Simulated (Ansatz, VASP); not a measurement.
AlN: VASP beside Ansatz

File INCAR:

```
PREC = Accurate ; ENCUT = 600
EDIFF = 1E-6 ; ISMEAR = 0
SIGMA = 0.1 ; LREAL = False
LASPH = True ; NELM = 120
ALGO = Normal ; ISIF = 2
LWAVE = False ; LCHARG = True
GGA = PE ; LELF = True
LVHAR = True ; NBANDS = 11
GGA_COMPAT = False
```

File KPOINTS:

```
regular mesh
0
Gamma
  6 6 6
```

Contents of POSCAR:

```
AlN
1.0
    0.0000000000      2.1438290776      2.1438290776
    2.1438290776      0.0000000000      2.1438290776
    2.1438290776      2.1438290776      0.0000000000
Al N
1 1
Direct
    0.5000000000      0.5000000000      0.5000000000
    0.0000000000      0.0000000000      0.0000000000
```

Input for Ansatz:

```yaml
crystal:
  lattice:
    - [0.0, 2.1438290776, 2.1438290776]
    - [2.1438290776, 0.0, 2.1438290776]
    - [2.1438290776, 2.1438290776, 0.0]
  atoms:
    - { symbol: Al, position: [0.5, 0.5, 0.5] }
    - { symbol: "N", position: [0.0, 0.0, 0.0] }
basis:
  ecutwfc: 420
  xc_grid: 3
kpoints:
  mp_grid: { grid: [6, 6, 6] }
hamiltonian:
  xc: pbe
scf:
  occupations: { method: gaussian, width: 0.1 }
  max_iter: 86
output:
  forces: true
  stress: true
  eigenvalues: true
```

Alike in both runs: task single point; functional PBE; k mesh 6 × 6 × 6; occupations gaussian, width 0.1 eV; no spin polarisation.

```csv
,VASP,Ansatz
version,VASP 6.6.1,Ansatz 0.2.0
potentials or method,"VASP PAW PBE potentials, release 64 (Al, N), cutoff 600 eV","scalar-relativistic, plane waves, PAW"
valence electrons in the cell,8,8
```

|  | VASP | Ansatz | Ansatz less VASP |
| --- | --- | --- | --- |
| gap on the k mesh at the Fermi level (eV) | 3.03 | 3.05 | +0.017 |
| least direct gap on the mesh (eV) | 3.36 | 3.35 | -0.004 |

With one functional, cell and mesh, what is left measures potentials, basis and numerics.

The k mesh is coarse, so the values compare programs but aren't converged.
